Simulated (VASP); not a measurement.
Input of a VASP 6.6.1 run:

INCAR

```
SYSTEM = GaN
  PREC = Accurate
  ENCUT = 520
  EDIFF = 1E-6
  ISMEAR = -1
  SIGMA = 0.02
  LREAL = .False.
  LASPH = .True.
  NELM = 80
  ALGO = Normal
  ISIF = 2
  LWAVE = .False.
  LCHARG = .False.
  GGA = PE
  NBANDS = 16
```

KPOINTS

```
Automatic mesh
0
Gamma
  10 10 10
  0 0 0
```

POSCAR

```
GaN
1.0
    0.0000000000      2.0874300820      2.0874300820
    2.0874300820      0.0000000000      2.0874300820
    2.0874300820      2.0874300820      0.0000000000
Ga N
1 1
Direct
    0.0000000000      0.0000000000      0.0000000000
    0.5000000000      0.5000000000      0.5000000000
```

Potentials or basis: VASP PAW PBE potentials, release 64 (Ga_d, N).

The run is started by

```bash
$ cat potpaw_PBE.64/Ga_d/POTCAR potpaw_PBE.64/N/POTCAR > POTCAR
$ mpirun -np 1 vasp_std > vasp.out
```

**Question.** Predict the band gap on the k mesh.

**Answer.** 0.86 eV, indirect (least direct gap 3.22 eV).

**Question.** What does it give for the pressure?

**Answer.** 17.1 GPa.

Caveat: the cell differs from its parent crystal (strain -1.0%). A k mesh can miss the band edges.
